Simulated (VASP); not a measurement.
Here is a VASP 6.6.1 calculation.

INCAR

```
SYSTEM = Al
  ALGO = Normal
  EDIFF = 1E-6
  ENCUT = 500
  GGA = PE
  GGA_COMPAT = .FALSE.
  ISIF = 2
  ISMEAR = -1
  LASPH = .TRUE.
  LCHARG = .TRUE.
  LELF = .TRUE.
  LREAL = .FALSE.
  LVHAR = .TRUE.
  LWAVE = .FALSE.
  NBANDS = 30
  NELM = 120
  PREC = Accurate
  SIGMA = 0.15
```

File KPOINTS:

```
k-points
0
G
  2 3 3
  0 0 0
```

POSCAR

```
Al
1.0
    0.0000000000      6.0744300000      6.0744300000
    4.0496200000      0.0000000000      4.0496200000
    4.0496200000      4.0496200000      0.0000000000
Al
12
Direct
    0.0000000000      0.0000000000      0.0000000000
    0.0000000000      0.0000000000      0.5000000000
    0.0000000000      0.5000000000      0.0000000000
    0.0000000000      0.5000000000      0.5000000000
    0.3333333333      0.0000000000      0.0000000000
    0.3333333333      0.0000000000      0.5000000000
    0.3333333333      0.5000000000      0.0000000000
    0.3333333333      0.5000000000      0.5000000000
    0.6666666667      0.0000000000      0.0000000000
    0.6666666667      0.0000000000      0.5000000000
    0.6666666667      0.5000000000      0.0000000000
    0.6666666667      0.5000000000      0.5000000000
```

Potentials or basis: VASP PAW PBE potentials, release 64 (Al).

Launch:

```bash
$ cat potpaw_PBE.64/Al/POTCAR > POTCAR
$ mpirun -np 1 vasp_std > vasp.out
```

(1) Predict the band gap on the k mesh.

(2) Predict the pressure.

Results:

(1) zero (bands 18 and 19 overlap by 3.30 eV).

(2) -0.2 GPa.

Caveat: the k points lie up to 0.45 Å⁻¹ apart, too coarse for converged energies and pressures of a metal.
